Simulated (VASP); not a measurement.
# TaN in VASP: notebook, part 2 of 2

VASP 6.6.1. Earlier steps stand in the parts before.

## Step 3: Electric field gradients, PBE (equal xy, yz and zx shear strains of +2 %)

INCAR reads:

```
SYSTEM = TaN
PREC     = Accurate       ! precision mode
ENCUT    = 520            ! plane-wave cutoff, eV
EDIFF    = 1E-8           ! SCF threshold, eV
ISMEAR   = -1             ! smearing method
SIGMA    = 0.01           ! smearing width, eV
LREAL    = .False.        ! projectors in reciprocal space
LASPH    = .True.         ! aspherical terms in the spheres
NELM     = 80             ! most SCF steps
ALGO     = Normal         ! electronic algorithm
ISIF     = 2              ! what is computed and relaxed
LWAVE    = .False.        ! write WAVECAR
LCHARG   = .False.        ! write CHGCAR
GGA      = PE             ! functional
LEFG     = .True.       
NBANDS   = 24             ! bands
```

KPOINTS reads:

```
regular mesh
0
Gamma
  9 9 5
  0 0 0
```

POSCAR reads:

```
TaN
1.0
    3.0480019786      0.0304800198      0.0304800198
   -1.4976045179      2.6244071343      0.0111564616
    0.0491800000      0.0491800000      4.9180000000
Ta N
2 2
Direct
    0.0000000000      0.0000000000      0.0000000000
    0.0000000000      0.0000000000      0.5000000000
    0.3333333333      0.6666666667      0.2500000000
    0.6666666667      0.3333333333      0.7500000000
```

Potentials or basis: VASP PAW PBE potentials, release 64 (Ta_pv, N).

Started as:

```sh
cat potpaw_PBE.64/Ta_pv/POTCAR potpaw_PBE.64/N/POTCAR > POTCAR
mpirun -np 1 vasp_std > vasp.out
```

OUTCAR:

```text
SYSTEM = TaN
   PREC = Accurate
   ENCUT = 520
   EDIFF = 1E-8
   ISMEAR = -1
   LREAL = .False.
   LASPH = .True.
   NELM = 80
   ISIF = 2
   GGA = PE

 ion  position               nearest neighbor table
   1  0.000  0.000  0.000-   4 2.13   3 2.13   4 2.14   3 2.14   4 2.17   3 2.17   2 2.46   2 2.46

   2  0.000  0.000  0.500-   3 2.13   4 2.13   4 2.13   3 2.13   4 2.19   3 2.19   1 2.46   1 2.46

   3  0.333  0.667  0.250-   2 2.13   2 2.13   1 2.13   1 2.14   1 2.17   2 2.19
   4  0.667  0.333  0.750-   2 2.13   2 2.13   1 2.13   1 2.14   1 2.17   2 2.19

  LATTYP: Found a triclinic cell.
[... 883 lines left out ...]
 ion       V_xx      V_yy      V_zz      V_xy      V_xz      V_yz
---------------------------------------------------------------------
   1      50.032   122.348  -172.381   -18.451    -2.478    35.318
   2     123.172    52.593  -175.765    52.449    72.321    34.417
   3      -2.720    -2.543     5.264     1.874     3.986     4.017
   4      -2.720    -2.543     5.264     1.874     3.986     4.017
---------------------------------------------------------------------

 Electric field gradients after diagonalization (V/A^2)
 (convention: |V_zz| > |V_xx| > |V_yy|)
----------------------------------------------------------------------
 ion       V_xx      V_yy      V_zz     asymmetry (V_yy - V_xx)/ V_zz
----------------------------------------------------------------------
   1     130.811    45.743  -176.554       0.482
   2     169.638    24.719  -194.357       0.746
   3      -4.517    -4.146     8.663       0.043
   4      -4.517    -4.146     8.663       0.043
----------------------------------------------------------------------

           NMR quadrupolar parameters

 Cq : quadrupolar parameter    Cq=e*Q*V_zz/h
 eta: asymmetry parameters     (V_yy - V_xx)/ V_zz
 Q  : nuclear electric quadrupole moment in mb (millibarn)
----------------------------------------------------------------------
 ion       Cq(MHz)       eta       Q (mb)
----------------------------------------------------------------------
   1      -0.427       0.482       1.000
   2      -0.470       0.746       1.000
   3       0.021       0.043       1.000
   4       0.021       0.043       1.000
----------------------------------------------------------------------
```

Run time: 3.6 min. Hardware: 1 thread of Intel Xeon 8259CL, shared host; peak memory 0.29 GiB.

Results:

```yaml
Free_energy: -41.2565 eV
Pressure: 61.5 GPa
Largest_force: 0.402 eV/Å
Band_gap_on_the_k_mesh: zero (bands 16 and 17 overlap by 2.47 eV)
Largest_electric_field_gradient_by_atom: Ta -176.6, -194.4; N +8.7 V/Å²
```

Forces on the atoms (eV/Å):
```
Ta   0.000  0.000  0.000
Ta   0.000  0.000  0.000
N    0.401  0.012 -0.027
N   -0.401 -0.012  0.027
```

Stress tensor (GPa, compression positive):
```
 32.91  -2.50  -4.76
 -2.50  32.88  -4.84
 -4.76  -4.84 118.74
```

Electric field gradients, principal values (V/Å²):
| atom | least | middle | greatest (by size) |
| --- | --- | --- | --- |
| 1 Ta | 45.743 | 130.811 | -176.554 |
| 2 Ta | 24.719 | 169.638 | -194.357 |
| 3 N | -4.146 | -4.517 | 8.663 |
| 4 N | -4.146 | -4.517 | 8.663 |

Caveat: the cell differs from its parent crystal (equal xy, yz and zx shear strains of +2 %); the cell stands under pressure; without QUAD_EFG the Cq values of the log hold for a quadrupole moment of 1 mb, not for the nuclei; spin-orbit coupling is left out, which moves the levels of the heavy elements.

## Step 4: Electric field gradients, PBE (equal xy, yz and zx shear strains of +2 %)

INCAR reads:

```
PREC = Accurate
ENCUT = 520
EDIFF = 1E-8
ISMEAR = -1
SIGMA = 0.01
LREAL = False
LASPH = True
NELM = 80
ALGO = Normal
ISIF = 2
LWAVE = False
LCHARG = False
GGA = PE
LEFG = True
NBANDS = 24
```

KPOINTS reads:

```
regular mesh
0
Gamma
  9 9 5
```

POSCAR is that of step 3.

Potentials or basis: VASP PAW PBE potentials, release 64 (Ta_pv, N).

Started as:

```sh
cat potpaw_PBE.64/Ta_pv/POTCAR potpaw_PBE.64/N/POTCAR > POTCAR
mpirun -np 1 vasp_std > vasp.out
```

OUTCAR:

```text
PREC = Accurate
   ENCUT = 520
   EDIFF = 1E-8
   ISMEAR = -1
   LREAL = False
   LASPH = True
   NELM = 80
   ISIF = 2
   GGA = PE

 ion  position               nearest neighbor table
   1  0.000  0.000  0.000-   4 2.13   3 2.13   4 2.14   3 2.14   4 2.17   3 2.17   2 2.46   2 2.46

   2  0.000  0.000  0.500-   3 2.13   4 2.13   4 2.13   3 2.13   4 2.19   3 2.19   1 2.46   1 2.46

   3  0.333  0.667  0.250-   2 2.13   2 2.13   1 2.13   1 2.14   1 2.17   2 2.19
   4  0.667  0.333  0.750-   2 2.13   2 2.13   1 2.13   1 2.14   1 2.17   2 2.19

  LATTYP: Found a triclinic cell.
 ALAT       =     3.0747181470
 B/A-ratio  =     2.3231830043
[... 881 lines left out ...]
 ion       V_xx      V_yy      V_zz      V_xy      V_xz      V_yz
---------------------------------------------------------------------
   1      50.032   122.348  -172.381   -18.451    -2.478    35.318
   2     123.172    52.593  -175.765    52.449    72.321    34.417
   3      -2.720    -2.543     5.264     1.874     3.986     4.017
   4      -2.720    -2.543     5.264     1.874     3.986     4.017
---------------------------------------------------------------------

 Electric field gradients after diagonalization (V/A^2)
 (convention: |V_zz| > |V_xx| > |V_yy|)
----------------------------------------------------------------------
 ion       V_xx      V_yy      V_zz     asymmetry (V_yy - V_xx)/ V_zz
----------------------------------------------------------------------
   1     130.811    45.743  -176.554       0.482
   2     169.638    24.719  -194.357       0.746
   3      -4.517    -4.146     8.663       0.043
   4      -4.517    -4.146     8.663       0.043
----------------------------------------------------------------------

           NMR quadrupolar parameters

 Cq : quadrupolar parameter    Cq=e*Q*V_zz/h
 eta: asymmetry parameters     (V_yy - V_xx)/ V_zz
 Q  : nuclear electric quadrupole moment in mb (millibarn)
----------------------------------------------------------------------
 ion       Cq(MHz)       eta       Q (mb)
----------------------------------------------------------------------
   1      -0.427       0.482       1.000
   2      -0.470       0.746       1.000
   3       0.021       0.043       1.000
   4       0.021       0.043       1.000
----------------------------------------------------------------------
```

OSZICAR:

```text
N       E                     dE             d eps       ncg     rms          rms(c)
DAV:   1     0.274608019365E+03    0.27461E+03   -0.17380E+04  9744   0.143E+03
DAV:   2    -0.327234411694E+02   -0.30733E+03   -0.29284E+03 11536   0.417E+02
DAV:   3    -0.464493053143E+02   -0.13726E+02   -0.13485E+02 12368   0.862E+01
DAV:   4    -0.466072074873E+02   -0.15790E+00   -0.15743E+00 10904   0.952E+00
DAV:   5    -0.466092866494E+02   -0.20792E-02   -0.20786E-02 12592   0.875E-01    0.408E+01
DAV:   6    -0.414450027720E+02    0.51643E+01   -0.19307E+01 11808   0.309E+01    0.184E+01
DAV:   7    -0.413059424141E+02    0.13906E+00   -0.10761E+00 10672   0.768E+00    0.111E+01
DAV:   8    -0.412623934324E+02    0.43549E-01   -0.12376E-01 12272   0.276E+00    0.151E+00
DAV:   9    -0.412567830551E+02    0.56104E-02   -0.15590E-02 11768   0.104E+00    0.394E-01
DAV:  10    -0.412565858170E+02    0.19724E-03   -0.17196E-03 11920   0.492E-01    0.247E-01
DAV:  11    -0.412565631844E+02    0.22633E-04   -0.58028E-04 11888   0.245E-01    0.604E-02
DAV:  12    -0.412565327839E+02    0.30400E-04   -0.59751E-05 11480   0.724E-02    0.109E-02
DAV:  13    -0.412565330646E+02   -0.28074E-06   -0.23212E-06 11976   0.122E-02    0.689E-03
DAV:  14    -0.412565323915E+02    0.67314E-06   -0.25544E-07 11904   0.337E-03    0.180E-03
DAV:  15    -0.412565323697E+02    0.21767E-07   -0.16026E-08  8656   0.106E-03    0.357E-04
DAV:  16    -0.412565323708E+02   -0.11323E-08   -0.25184E-09  5720   0.361E-04
   1 F= -.41256532E+02 E0= -.41256005E+02  d E =-.105491E-02
```

Wall time 4.1 min (1 thread of Intel Xeon 8259CL, shared host); peak memory 0.29 GiB.

What came out:

- Free energy: -41.2565 eV
- Pressure: 61.5 GPa
- Largest force: 0.402 eV/Å
- Band gap on the k mesh: zero (bands 16 and 17 overlap by 2.47 eV)
- Largest electric field gradient by atom: Ta -176.6, -194.4; N +8.7 V/Å²

Forces in eV/Å, atoms in the order of the input:
```
Ta   0.000  0.000  0.000
Ta   0.000  0.000  0.000
N    0.401  0.012 -0.027
N   -0.401 -0.012  0.027
```

Electric field gradients, principal values (V/Å²):
```
atom   least   middle  greatest (by size)
1 Ta  45.743  130.811            -176.554
2 Ta  24.719  169.638            -194.357
 3 N  -4.146   -4.517               8.663
 4 N  -4.146   -4.517               8.663
```

Caveat: the cell differs from its parent crystal (equal xy, yz and zx shear strains of +2 %); the cell stands under pressure; without QUAD_EFG the Cq values of the log hold for a quadrupole moment of 1 mb, not for the nuclei; spin-orbit coupling is left out, which moves the levels of the heavy elements.
